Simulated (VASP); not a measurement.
# Au (Fm-3m) in VASP: further runs

Au is run at these levels: r2SCAN; tasks: single point.

Program: VASP 6.6.1. These are calculated values, not measurements. Logs are shortened: lines on timing, memory, paths and dates and some standing lists are left out, and cuts for length are marked.

## 1. The cell of the first run

The structure is cubic, space group Fm-3m (No. 225). Conventional cell: a = 4.123 Å, b = 4.123 Å, c = 4.123 Å, α = 90.00°, β = 90.00°, γ = 90.00°. Au (site symmetry m-3m) has 12 Au at 2.92 Å within 3.8 Å.

## 2. Single point, r2SCAN

The input, POSCAR:

```
Au
1.0
    0.0000000000      2.0615246536      2.0615246536
    2.0615246536      0.0000000000      2.0615246536
    2.0615246536      2.0615246536      0.0000000000
Au
1
Direct
    0.0000000000      0.0000000000      0.0000000000
```

The input, INCAR.step1:

```
PREC     = Accurate       # precision mode
ENCUT    = 520            # plane-wave cutoff, eV
ISMEAR   = -1             # smearing method
SIGMA    = 0.1            # smearing width, eV
LREAL    = F              # projectors in reciprocal space
LASPH    = T              # aspherical terms in the spheres
NELM     = 100            # most SCF steps
NBANDS   = 12             # bands
GGA      = PE             # functional
ALGO     = Normal         # electronic algorithm
EDIFF    = 1E-4           # SCF threshold, eV
LWAVE    = T              # write WAVECAR
LCHARG   = F              # write CHGCAR
```

The input, INCAR.step2:

```
PREC     = Accurate       # precision mode
ENCUT    = 520            # plane-wave cutoff, eV
EDIFF    = 1E-6           # SCF threshold, eV
ISMEAR   = -1             # smearing method
SIGMA    = 0.1            # smearing width, eV
LREAL    = F              # projectors in reciprocal space
LASPH    = T              # aspherical terms in the spheres
NELM     = 100            # most SCF steps
ALGO     = Normal         # electronic algorithm
ISIF     = 2              # what is computed and relaxed
LWAVE    = F              # write WAVECAR
LCHARG   = F              # write CHGCAR
METAGGA  = R2SCAN         # meta-GGA
LMIXTAU  = T            
NBANDS   = 12             # bands
ISTART   = 1
```

The input, KPOINTS:

```
Automatic mesh
0
Gamma
  8 8 8
```

Potentials or basis: VASP PAW PBE potentials, release 64 (Au).

Run with:

```console
cat potpaw_PBE.64/Au/POTCAR > POTCAR
cp INCAR.step1 INCAR
mpirun -np 1 vasp_std > vasp.out
cp INCAR.step2 INCAR
mpirun -np 1 vasp_std > vasp.out
```

OUTCAR:

```text
PREC = Accurate
   ENCUT = 520
   EDIFF = 1E-6
   ISMEAR = -1
   LREAL = F
   LASPH = T
   NELM = 100
   ISIF = 2
   METAGGA = R2SCAN
   ISTART = 1

 ion  position               nearest neighbor table
   1  0.000  0.000  0.000-

  LATTYP: Found a face centered cubic cell.
 ALAT       =     4.1230493072

  Lattice vectors:

 A1 = (   0.0000000000,   2.0615246536,   2.0615246536)
 A2 = (   2.0615246536,   0.0000000000,   2.0615246536)
 A3 = (   2.0615246536,   2.0615246536,   0.0000000000)

Analysis of symmetry for initial positions (statically):
=====================================================================
 Subroutine PRICEL returns:
 Original cell was already a primitive cell.

 Routine SETGRP: Setting up the symmetry group for a
 face centered cubic supercell.

 Subroutine GETGRP returns: Found 48 space group operations
 (whereof 48 operations were pure point group operations)
 out of a pool of 48 trial point group operations.

The static configuration has the point symmetry O_h .

Analysis of symmetry for dynamics (positions and initial velocities):
=====================================================================
 Subroutine PRICEL returns:
 Original cell was already a primitive cell.

 Routine SETGRP: Setting up the symmetry group for a
 face centered cubic supercell.

 Subroutine GETGRP returns: Found 48 space group operations
 (whereof 48 operations were pure point group operations)
 out of a pool of 48 trial point group operations.

The dynamic configuration has the point symmetry O_h .

 Subroutine INISYM returns: Found 48 space group operations
 (whereof 48 operations are pure point group operations),
 and found     1 'primitive' translations

----------------------------------------------------------------------------------------

                                     Primitive cell

  volume of cell :      17.5225

  direct lattice vectors                    reciprocal lattice vectors
     0.000000000  2.061524654  2.061524654    -0.242538938  0.242538938  0.242538938
     2.061524654  0.000000000  2.061524654     0.242538938 -0.242538938  0.242538938
     2.061524654  2.061524654  0.000000000     0.242538938  0.242538938 -0.242538938

  length of vectors
     2.915436124  2.915436124  2.915436124     0.420089763  0.420089763  0.420089763

  position of ions in fractional coordinates (direct lattice)
     0.000000000  0.000000000  0.000000000

  ion indices of the primitive-cell ions
   primitive index   ion index
                 1           1

[... 78 lines left out ...]
   ISYM   =      2    0-nonsym 1-usesym 2-fastsym
   POTIM  = 0.5000    time-step for ionic-motion
   TEBEG  =    0.0;   TEEND  =   0.0 temperature during run
   PSTRESS=    0.0 pullay stress
   NELECT =      11.0000    total number of electrons
   NUPDOWN=      -1.0000    fix difference up-down
   EMIN   =  10.00;   EMAX   =-10.00  energy-range for DOS
   EFERMI =   0.00;   METHOD = LEGACY
   ISMEAR =    -1;   SIGMA  =   0.10  broadening in eV -4-tet -1-fermi 0-gaus
   EFERMI_NEDOS =   21; number of points for ismear=-14 and -15
   IALGO  =     38    algorithm
   IMIX   =      4    mixing-type and parameters
     AMIX     =   0.40;   BMIX     =  1.00
     AMIX_MAG =   1.60;   BMIX_MAG =  1.00
  volume/ion in A,a.u.               =      17.52       118.25
  Fermi-wavevector in a.u.,A,eV,Ry     =   1.401761  2.648944 26.734535  1.964933
  Thomas-Fermi vector in A             =   2.524590
   LORBIT       =      0    0 simple, 1 ext, 2 COOP (PROOUT), +10 PAW based schemes
   METAGGA = R2SCAN    functional components
   LHFCALC =     F    Hartree Fock is set to
   AEXX    =    0.0000 exact exchange contribution
   IVDW    =     0    specifies the selected vdW correction
   LEPSILON=     F    determine dielectric tensor
   LRPA    =     F    only Hartree local field effects (RPA)
 non-spin polarized calculation
  energy-cutoff  :      520.00
  volume of cell :       17.52
 maximum number of plane-waves:       489
 NGX is ok and might be reduce to    24
   NGX = 11   NGY = 11   NGZ = 11

 number of electron      11.0000001 magnetization

 Free energy of the ion-electron system (eV)
  ---------------------------------------------------
  ext. energy  EPLUGINS =         0.00000000
  ---------------------------------------------------
  free energy    TOTEN  =       -50.56700115 eV

  energy without entropy =      -50.55088787  energy(sigma->0) =      -50.55894451

 E-fermi :   8.8281     XC(G=0): -13.4281

 val. band max:        8.6926804814   @ k =   0.5000   0.2500   0.1250
 cond. band min:       8.9962741623   @ k =   0.5000   0.3750   0.1250
 fundamental gap:      0.3035936810
 Fermi energy:         8.8280791498

 k-point     1 :       0.0000    0.0000    0.0000
  band No.  band energies     occupation
      1      -0.9156      2.00000
      2       4.0772      2.00000
      3       4.0772      2.00000
      4       4.0772      2.00000
      5       5.5368      2.00000
      6       5.5368      2.00000
      7      24.2313      0.00000
      8      28.1458      0.00000
      9      28.1458      0.00000
     10      28.1458      0.00000
     11      33.3270      0.00000
     12      37.4914      0.00000
[... 331 lines left out ...]
 k-point    24 :      -0.3750    0.2500    0.1250
  band No.  band energies     occupation
      1       2.5425      2.00000
      2       3.4463      2.00000
      3       4.5794      2.00000
      4       4.8922      2.00000
      5       6.5985      2.00000
      6      11.6845      0.00000
      7      11.9391      0.00000
      8      21.3669      0.00000
      9      22.4798      0.00000
     10      27.2703      0.00000
     11      33.4705      0.00000
     12      36.6606      0.00000

 [... further k-points ...]

------------------------ aborting loop because EDIFF is reached ----------------------------------------

  FORCE on cell =-STRESS in cart. coord.  units (eV):
  Direction    XX          YY          ZZ          XY          YZ          ZX
  --------------------------------------------------------------------------------------
  -------------------------------------------------------------------------------------
  Total        0.1314554      0.1314554      0.1314554      0.0000000      0.0000000      0.0000000
  in kB       12.0196965     12.0196965     12.0196965      0.0000000      0.0000000      0.0000000
  external PRESSURE =      12.0196965 kB  Pullay stress =       0.0000000 kB

 VOLUME and BASIS-vectors are now :
 -----------------------------------------------------------------------------
  energy-cutoff  :      520.00
  volume of cell :       17.52
      direct lattice vectors                 reciprocal lattice vectors
     0.000000000  2.061524654  2.061524654    -0.242538938  0.242538938  0.242538938
     2.061524654  0.000000000  2.061524654     0.242538938 -0.242538938  0.242538938
     2.061524654  2.061524654  0.000000000     0.242538938  0.242538938 -0.242538938

 POSITION                                       TOTAL-FORCE (eV/Angst)
 -----------------------------------------------------------------------------------
      0.00000      0.00000      0.00000         0.000000      0.000000      0.000000
 -----------------------------------------------------------------------------------
    total drift:                               -0.000000      0.000000     -0.000000

  FREE ENERGIE OF THE ION-ELECTRON SYSTEM (eV)
  ---------------------------------------------------
  free  energy   TOTEN  =       -50.5670011522 eV

  energy  without entropy=      -50.5508878709  energy(sigma->0) =      -50.55894451
```

It took 12 s on 1 thread of Intel Xeon 6975P-C (Granite Rapids), shared host; peak memory 0.14 GiB.

Results:

```yaml
Free_energy: -50.5670 eV
Pressure: 1.2 GPa
```

Caveat: the PAW data sets were made with another functional, which shifts forces and pressure a little; spin-orbit coupling is left out, which moves the levels of the heavy elements.

## 3. Single point, r2SCAN

POSCAR is that of step 2.

The input, INCAR.step1:

```
SYSTEM = Au
ALGO     = Normal         ! electronic algorithm
EDIFF    = 1E-4           ! SCF threshold, eV
ENCUT    = 520            ! plane-wave cutoff, eV
GGA      = PE             ! functional
ISMEAR   = -1             ! smearing method
LASPH    = .True.         ! aspherical terms in the spheres
LCHARG   = .False.        ! write CHGCAR
LREAL    = .False.        ! projectors in reciprocal space
LWAVE    = .True.         ! write WAVECAR
NBANDS   = 12             ! bands
NELM     = 60             ! most SCF steps
PREC     = Accurate       ! precision mode
SIGMA    = 0.1            ! smearing width, eV
```

The input, INCAR.step2:

```
SYSTEM = Au
ALGO     = Normal         ! electronic algorithm
EDIFF    = 1E-6           ! SCF threshold, eV
ENCUT    = 520            ! plane-wave cutoff, eV
ISIF     = 2              ! what is computed and relaxed
ISMEAR   = -1             ! smearing method
ISTART   = 1            
LASPH    = .True.         ! aspherical terms in the spheres
LCHARG   = .True.         ! write CHGCAR
LELF     = .True.         ! ELF
LMIXTAU  = .True.       
LREAL    = .False.        ! projectors in reciprocal space
LVHAR    = .True.       
LWAVE    = .False.        ! write WAVECAR
METAGGA  = R2SCAN         ! meta-GGA
NBANDS   = 12             ! bands
NELM     = 60             ! most SCF steps
PREC     = Accurate       ! precision mode
SIGMA    = 0.1            ! smearing width, eV
```

The input, KPOINTS:

```
k-points
0
Gamma
  11 11 11
  0 0 0
```

Potentials or basis: VASP PAW PBE potentials, release 64 (Au).

Run with:

```console
cat potpaw_PBE.64/Au/POTCAR > POTCAR
cp INCAR.step1 INCAR
mpirun -np 1 vasp_std > vasp.out
cp INCAR.step2 INCAR
mpirun -np 1 vasp_std > vasp.out
```

It took 19 s on 1 thread of Intel Xeon 6975P-C (Granite Rapids), shared host; peak memory 0.15 GiB.

It converged, with:

- Free energy: -50.6068 eV
- Pressure: 0.3 GPa

Levels at points of the mesh, in eV from the Fermi level:
```
           k point  band 3  band 4  band 5  band 6  band 7  band 8  band 9  band 10
(0.00, 0.00, 0.00)   -4.92   -4.92   -3.46   -3.46   15.23   19.16   19.16    19.16
```

Caveat: the PAW data sets were made with another functional, which shifts forces and pressure a little; spin-orbit coupling is left out, which moves the levels of the heavy elements.
